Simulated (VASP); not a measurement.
A run of VASP 6.6.1 is set up as follows.

File INCAR:

```
PREC = Accurate
ENCUT = 520
EDIFF = 1E-7
ISMEAR = 0
SIGMA = 0.05
LREAL = F
LASPH = T
NELM = 60
ALGO = Normal
ISIF = 2
LWAVE = F
LCHARG = F
GGA = PE
IVDW = 12
NBANDS = 35
```

KPOINTS

```
regular mesh
0
Gamma
  12 12 4
```

File POSCAR:

```
WS2
1.0
    3.2803744305      0.0000000000      0.0000000000
   -1.6401872153      2.8408875907      0.0000000000
    0.0000000000      0.0000000000     11.6543127690
W S
2 4
Direct
    0.3333333333      0.6666666667      0.2500000000
    0.6666666667      0.3333333333      0.7500000000
    0.3333333333      0.6666666667      0.6202874207
    0.6666666667      0.3333333333      0.1202874207
    0.3333333333      0.6666666667      0.8797125793
    0.6666666667      0.3333333333      0.3797125793
```

Potentials or basis: VASP PAW PBE potentials, release 64 (W_sv, S).

Run with:

```bash
$ cat potpaw_PBE.64/W_sv/POTCAR potpaw_PBE.64/S/POTCAR > POTCAR
$ mpirun -np 1 vasp_std > vasp.out
```

Estimate the pressure.

-4.9 GPa.

Predict the largest force.

0.313 eV/Å.

Predict the band gap on the k mesh.

0.31 eV, indirect (least direct gap 1.32 eV).

Stress tensor (GPa, compression positive):
```
-9.57  0.00  0.00
 0.00 -9.57  0.00
 0.00  0.00  4.49
```

Caveat: the cell differs from its parent crystal (strain +0.040 along x and y, -0.040 along z); spin-orbit coupling is left out, which moves the levels of the heavy elements. A k mesh can miss the band edges.
